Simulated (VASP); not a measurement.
Write the native input for VASP 6.6.1 that does the following.

```yaml
Task: single point
Functional: r2SCAN
Potentials_or_basis: VASP PAW PBE potentials, release 64 (Pb_d)
Cutoff: 520 eV
k_mesh: 9 × 9 × 9
Occupations: fermi-dirac, width 0.05 eV
Spin: non-collinear spin, zero start, spin-orbit coupling
Starting_moments: "[[0.0, 0.0, 0.0]] μB"
Dipole_correction: no
Further_INCAR_settings: ALGO = Normal; EDIFF = 1e-06; NBANDS = 25
```

Pb:

```
Pb
1.0
     0.00000    2.52356    2.52356
     2.52356    0.00000    2.52356
     2.52356    2.52356    0.00000
Pb
1
Cartesian
  0.0000 0.0000 0.0000
```

One way to write it, as run:

POSCAR

```
Pb
1.0
    0.0000000000      2.5235621278      2.5235621278
    2.5235621278      0.0000000000      2.5235621278
    2.5235621278      2.5235621278      0.0000000000
Pb
1
Direct
    0.0000000000      0.0000000000      0.0000000000
```

INCAR.step1

```
SYSTEM = Pb
PREC = Accurate
ENCUT = 520
ISMEAR = -1
SIGMA = 0.05
LREAL = .FALSE.
LASPH = .TRUE.
NELM = 150
MAGMOM = 0 0 0
LSORBIT = .TRUE.
GGA_COMPAT = .FALSE.
NBANDS = 25
GGA = PE
ALGO = Normal
EDIFF = 1E-4
LWAVE = .TRUE.
LCHARG = .FALSE.
```

INCAR.step2

```
SYSTEM = Pb
PREC = Accurate
ENCUT = 520
EDIFF = 1E-6
ISMEAR = -1
SIGMA = 0.05
LREAL = .FALSE.
LASPH = .TRUE.
NELM = 150
ALGO = Normal
ISIF = 2
LWAVE = .FALSE.
LCHARG = .FALSE.
MAGMOM = 0 0 0
LORBIT = 11
LSORBIT = .TRUE.
GGA_COMPAT = .FALSE.
LORBMOM = .TRUE.
METAGGA = R2SCAN
LMIXTAU = .TRUE.
NBANDS = 25
ISTART = 1
```

KPOINTS

```
Automatic mesh
0
G
  9 9 9
  0 0 0
```

Potentials or basis: VASP PAW PBE potentials, release 64 (Pb_d).

Run with:

```sh
$ cat potpaw_PBE.64/Pb_d/POTCAR > POTCAR
$ cp INCAR.step1 INCAR
$ mpirun -np 1 vasp_ncl > vasp.out
$ cp INCAR.step2 INCAR
$ mpirun -np 1 vasp_ncl > vasp.out
```

Results of the run:

```yaml
Pressure: -1.3 GPa
Net_moment: 0.00 μB per cell
Valence_electrons_inside_the_program's_atomic_spheres: Pb 11.93
```

Caveat: the PAW data sets were made with another functional, which shifts forces and pressure a little.

It took 3.2 min on 1 thread of Intel(R) Xeon(R) Platinum 8488C (Sapphire Rapids), with other jobs on the host, peak memory 0.29 GiB.
